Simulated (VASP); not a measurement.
# C (R-3m) in VASP: further runs

Runs on C. Level: LDA. Tasks: single point, relaxation of cell and atoms.

Everything below comes from runs of VASP 6.6.1. Logs are shortened: lines on timing, memory, paths and dates and some standing lists are left out, and cuts for length are marked.

## 1. The cell of the first run

Symmetry: R-3m, No. 166, trigonal system. The conventional cell has a = 2.445 Å, b = 2.445 Å, c = 9.981 Å, α = 90.00°, β = 90.00°, γ = 120.00°. Within 1.9 Å of C (site symmetry 3m) lie 3 C at 1.41 Å.

## 2. Single point, LDA

INCAR reads:

```
SYSTEM = C
PREC     = Accurate       ! precision mode
ENCUT    = 520            ! plane-wave cutoff, eV
EDIFF    = 1E-7           ! SCF threshold, eV
ISMEAR   = 0              ! smearing method
SIGMA    = 0.02           ! smearing width, eV
LREAL    = .False.        ! projectors in reciprocal space
LASPH    = .True.         ! aspherical terms in the spheres
NELM     = 80             ! most SCF steps
ALGO     = Normal         ! electronic algorithm
ISIF     = 2              ! what is computed and relaxed
LWAVE    = .False.        ! write WAVECAR
LCHARG   = .False.        ! write CHGCAR
NBANDS   = 11             ! bands
```

KPOINTS reads:

```
regular mesh
0
Gamma
  11 11 11
  0 0 0
```

POSCAR reads:

```
C
1.0
    1.2224607287      0.7057881965      3.3270645687
   -1.2224607287      0.7057881965      3.3270645687
    0.0000000000     -1.4115758959      3.3270646741
C
2
Direct
    0.8333822780      0.8333822780      0.8333822780
    0.1666177220      0.1666177220      0.1666177220
```

Potentials or basis: VASP PAW LDA potentials, release 64 (C).

The run is started by

```bash
$ cat potpaw_LDA.64/C/POTCAR > POTCAR
$ mpirun -np 1 vasp_std > vasp.out
```

OUTCAR:

```text
SYSTEM = C
   PREC = Accurate
   ENCUT = 520
   EDIFF = 1E-7
   ISMEAR = 0
   LREAL = .False.
   LASPH = .True.
   NELM = 80
   ISIF = 2

 ion  position               nearest neighbor table
   1  0.833  0.833  0.833-   2 1.41   2 1.41   2 1.41
   2  0.167  0.167  0.167-   1 1.41   1 1.41   1 1.41

  LATTYP: Found a trigonal (rhomboedric) cell.
 ALAT       =     3.6141258771
 COS(alpha) =     0.7711803699

  Lattice vectors:

 A1 = (   1.2224607287,   0.7057881965,   3.3270645687)
 A2 = (  -1.2224607287,   0.7057881965,   3.3270645687)
 A3 = (   0.0000000000,  -1.4115758959,   3.3270646741)

Analysis of symmetry for initial positions (statically):
=====================================================================
 Subroutine PRICEL returns:
 Original cell was already a primitive cell.

 Routine SETGRP: Setting up the symmetry group for a
 trigonal (rhombohedral) supercell.

 Subroutine GETGRP returns: Found 12 space group operations
 (whereof 12 operations were pure point group operations)
 out of a pool of 12 trial point group operations.

The static configuration has the point symmetry D_3d.

Analysis of symmetry for dynamics (positions and initial velocities):
=====================================================================
 Subroutine PRICEL returns:
 Original cell was already a primitive cell.

 Routine SETGRP: Setting up the symmetry group for a
 trigonal (rhombohedral) supercell.

 Subroutine GETGRP returns: Found 12 space group operations
 (whereof 12 operations were pure point group operations)
 out of a pool of 12 trial point group operations.

The dynamic configuration has the point symmetry D_3d.

 Subroutine INISYM returns: Found 12 space group operations
 (whereof 12 operations are pure point group operations),
 and found     1 'primitive' translations

----------------------------------------------------------------------------------------

                                     Primitive cell

  volume of cell :      17.2235

  direct lattice vectors                    reciprocal lattice vectors
     1.222460729  0.705788197  3.327064569     0.409011094  0.236142670  0.100188404
    -1.222460729  0.705788197  3.327064569    -0.409011094  0.236142670  0.100188404
     0.000000000 -1.411575896  3.327064674     0.000000000 -0.472285325  0.100188440

  length of vectors
     3.614125877  3.614125877  3.614125877     0.482795145  0.482795145  0.482795145

  position of ions in fractional coordinates (direct lattice)
     0.833382278  0.833382278  0.833382278
     0.166617722  0.166617722  0.166617722

  ion indices of the primitive-cell ions
   primitive index   ion index
                 1           1
                 2           2

----------------------------------------------------------------------------------------

 KPOINTS: regular mesh

Automatic generation of k-mesh.
 Grid dimensions read from file:
 generate k-points for:   11   11   11

 Generating k-lattice:

  Cartesian coordinates                     Fractional coordinates (reciprocal lattice)
     0.037182827  0.021467515  0.009108037     0.090909091  0.000000000  0.000000000
    -0.037182827  0.021467515  0.009108037     0.000000000  0.090909091  0.000000000
     0.000000000 -0.042935030  0.009108040     0.000000000  0.000000000  0.090909091

  Length of vectors
     0.043890468  0.043890468  0.043890468

  Shift w.r.t. Gamma in fractional coordinates (k-lattice)
     0.000000000  0.000000000  0.000000000

 Subroutine IBZKPT returns following result:
 ===========================================

 Found    146 irreducible k-points:

 Following reciprocal coordinates:
            Coordinates               Weight
  0.000000  0.000000  0.000000      1.000000
  0.090909 -0.000000  0.000000      6.000000
  0.181818 -0.000000 -0.000000      6.000000
  0.272727 -0.000000  0.000000      6.000000
  0.363636 -0.000000  0.000000      6.000000
  0.454545 -0.000000 -0.000000      6.000000
[... 16 lines left out ...]
 -0.272727  0.181818 -0.000000     12.000000
 -0.181818  0.181818  0.000000      6.000000
 [... further k-points ...]
   k-points           NKPTS =    146   k-points in BZ     NKDIM =    146   number of bands    NBANDS=     11
   number of dos      NEDOS =    301   number of ions     NIONS =      2
   total plane-waves  NPLWV =  21952
   dimension x,y,z NGX =    28 NGY =   28 NGZ =   28
   dimension x,y,z NGXF=    56 NGYF=   56 NGZF=   56
   ions per type =               2
   NGX,Y,Z   is equivalent  to a cutoff of  12.88, 12.88, 12.88 a.u.
   NGXF,Y,Z  is equivalent  to a cutoff of  25.76, 25.76, 25.76 a.u.
 SYSTEM =  C
   PREC   = accura    normal or accurate (medium, high low for compatibility)
   ISTART =      0    job   : 0-new  1-cont  2-samecut
   ICHARG =      2    charge: 1-file 2-atom 10-const
   ISPIN  =      1    spin polarized calculation?
   LNONCOLLINEAR =      F non collinear calculations
   LSORBIT =      F    spin-orbit coupling
   LASPH  =      T    aspherical Exc in radial PAW
   ENCUT  =  520.0 eV  38.22 Ry    6.18 a.u.   6.72  6.72  6.72*2*pi/ulx,y,z
   NELM   =     80;   NELMIN=  2; NELMDL= -5     # of ELM steps
   EDIFF  = 0.1E-06   stopping-criterion for ELM
   LREAL  =      F    real-space projection
   EDIFFG = 0.1E-05   stopping-criterion for IOM
   NSW    =      0    number of steps for IOM
   IBRION =     -1    ionic relax: 0-MD 1-quasi-New 2-CG
   NFREE  =      0    steps in history (QN), initial steepest desc. (CG)
   ISIF   =      2    stress and relaxation
   ISYM   =      2    0-nonsym 1-usesym 2-fastsym
   POTIM  = 0.5000    time-step for ionic-motion
   TEBEG  =    0.0;   TEEND  =   0.0 temperature during run
   PSTRESS=    0.0 pullay stress
   NELECT =       8.0000    total number of electrons
   NUPDOWN=      -1.0000    fix difference up-down
   EMIN   =  10.00;   EMAX   =-10.00  energy-range for DOS
   EFERMI =   0.00;   METHOD = LEGACY
   ISMEAR =     0;   SIGMA  =   0.02  broadening in eV -4-tet -1-fermi 0-gaus
   EFERMI_NEDOS =   21; number of points for ismear=-14 and -15
   IALGO  =     38    algorithm
   IMIX   =      4    mixing-type and parameters
     AMIX     =   0.40;   BMIX     =  1.00
     AMIX_MAG =   1.60;   BMIX_MAG =  1.00
  volume/ion in A,a.u.               =       8.61        58.11
  Fermi-wavevector in a.u.,A,eV,Ry     =   1.267839  2.395869 21.870234  1.607417
  Thomas-Fermi vector in A             =   2.400966
   LORBIT       =      0    0 simple, 1 ext, 2 COOP (PROOUT), +10 PAW based schemes
   GGA     = CA    functional components
   LHFCALC =     F    Hartree Fock is set to
   AEXX    =    0.0000 exact exchange contribution
   IVDW    =     0    specifies the selected vdW correction
   LEPSILON=     F    determine dielectric tensor
   LRPA    =     F    only Hartree local field effects (RPA)
 non-spin polarized calculation
 Gauss-broadening in eV      SIGMA  =   0.02
  energy-cutoff  :      520.00
  volume of cell :       17.22
 maximum number of plane-waves:       475
   NGX = 13   NGY = 13   NGZ = 13

 number of electron       8.0000000 magnetization

 Free energy of the ion-electron system (eV)
  ---------------------------------------------------
  ext. energy  EPLUGINS =         0.00000000
  ---------------------------------------------------
  free energy    TOTEN  =       -20.22465835 eV

  energy without entropy =      -20.22465835  energy(sigma->0) =      -20.22465835

 E-fermi :   4.4891     XC(G=0): -10.8579

 val. band max:        4.3387406568   @ k =  -0.1818   0.4545   0.0909
 cond. band min:       5.3801312414   @ k =  -0.1818   0.4545   0.0909
 fundamental gap:      1.0413905845
 Fermi energy:         4.4890989886

 k-point     1 :       0.0000    0.0000    0.0000
  band No.  band energies     occupation
      1     -14.8594      2.00000
      2      -1.8783      2.00000
      3       1.8011      2.00000
      4       1.8011      2.00000
      5       8.6414      0.00000
      6      13.2728      0.00000
      7      13.2728      0.00000
      8      16.3336      0.00000
      9      18.3021      0.00000
     10      27.5193      0.00000
     11      30.3915      0.00000

 k-point     2 :       0.0909   -0.0000    0.0000
  band No.  band energies     occupation
      1     -14.6576      2.00000
      2      -1.6739      2.00000
      3       1.0460      2.00000
      4       1.3965      2.00000
      5       8.9294      0.00000
      6      13.3730      0.00000
      7      14.1083      0.00000
      8      15.6395      0.00000
      9      18.6178      0.00000
     10      28.1125      0.00000
     11      28.8622      0.00000

 k-point     3 :       0.1818   -0.0000   -0.0000
  band No.  band energies     occupation
      1     -14.0550      2.00000
      2      -1.0659      2.00000
      3      -0.8226      2.00000
      4       0.4864      2.00000
      5       9.7881      0.00000
      6      13.3642      0.00000
      7      13.8731      0.00000
      8      16.2808      0.00000
      9      19.5782      0.00000
     10      25.9088      0.00000
     11      28.4769      0.00000

 k-point     4 :       0.2727   -0.0000    0.0000
  band No.  band energies     occupation
      1     -13.0613      2.00000
      2      -3.1691      2.00000
      3      -0.4659      2.00000
      4      -0.0730      2.00000
      5      11.0919      0.00000
      6      11.5700      0.00000
      7      13.2148      0.00000
      8      19.2120      0.00000
      9      20.6074      0.00000
     10      23.8264      0.00000
     11      26.7520      0.00000
[... 239 lines left out ...]
 k-point    22 :      -0.3636    0.1818    0.0000
  band No.  band energies     occupation
      1      -9.5278      2.00000
      2      -7.3052      2.00000
      3      -3.6562      2.00000
      4       3.3303      2.00000
      5       6.4873      0.00000
      6      15.2224      0.00000
      7      15.6705      0.00000
      8      16.8600      0.00000
      9      20.4882      0.00000
     10      24.1653      0.00000
     11      28.1456      0.00000

 k-point    23 :      -0.2727    0.1818   -0.0000
  band No.  band energies     occupation
      1     -11.1652      2.00000
      2      -5.2522      2.00000
      3      -3.1994      2.00000
      4       2.1006      2.00000
      5       8.2016      0.00000
      6      13.2297      0.00000
      7      15.8135      0.00000
      8      17.7348      0.00000
      9      19.1772      0.00000
     10      25.4123      0.00000
     11      26.8494      0.00000

 k-point    24 :      -0.1818    0.1818    0.0000
  band No.  band energies     occupation
      1     -12.5021      2.00000
      2      -3.3768      2.00000
      3      -2.1261      2.00000
      4       0.7503      2.00000
      5      10.3139      0.00000
      6      11.5461      0.00000
      7      15.4718      0.00000
      8      17.0901      0.00000
      9      20.1036      0.00000
     10      23.8461      0.00000
     11      27.7317      0.00000

 [... further k-points ...]
[... 5 lines left out ...]
  --------------------------------------------------------------------------------------
  -------------------------------------------------------------------------------------
  Total        0.1367639      0.1367639     -0.0148824      0.0000000     -0.0000000      0.0000000
  in kB       12.7221443     12.7221443     -1.3844037      0.0000000     -0.0000007      0.0000000
  external PRESSURE =       8.0199616 kB  Pullay stress =       0.0000000 kB

 VOLUME and BASIS-vectors are now :
 -----------------------------------------------------------------------------
  energy-cutoff  :      520.00
  volume of cell :       17.22
      direct lattice vectors                 reciprocal lattice vectors
     1.222460729  0.705788197  3.327064569     0.409011094  0.236142670  0.100188404
    -1.222460729  0.705788197  3.327064569    -0.409011094  0.236142670  0.100188404
     0.000000000 -1.411575896  3.327064674     0.000000000 -0.472285325  0.100188440

 POSITION                                       TOTAL-FORCE (eV/Angst)
 -----------------------------------------------------------------------------------
      0.00000      0.00000      8.31815         0.000000      0.000000      0.000197
      0.00000      0.00000      1.66304         0.000000     -0.000000     -0.000197
 -----------------------------------------------------------------------------------
    total drift:                                0.000000     -0.000000      0.000000

  FREE ENERGIE OF THE ION-ELECTRON SYSTEM (eV)
  ---------------------------------------------------
  free  energy   TOTEN  =       -20.2246583491 eV

  energy  without entropy=      -20.2246583491  energy(sigma->0) =      -20.22465835
```

It took 16 s on 1 thread of Intel Xeon 6975P-C (Granite Rapids), shared host; peak memory 0.14 GiB.

What came out:

* Free energy: -20.2247 eV
* Pressure: 0.8 GPa

(Continued in part 2 of 2.)
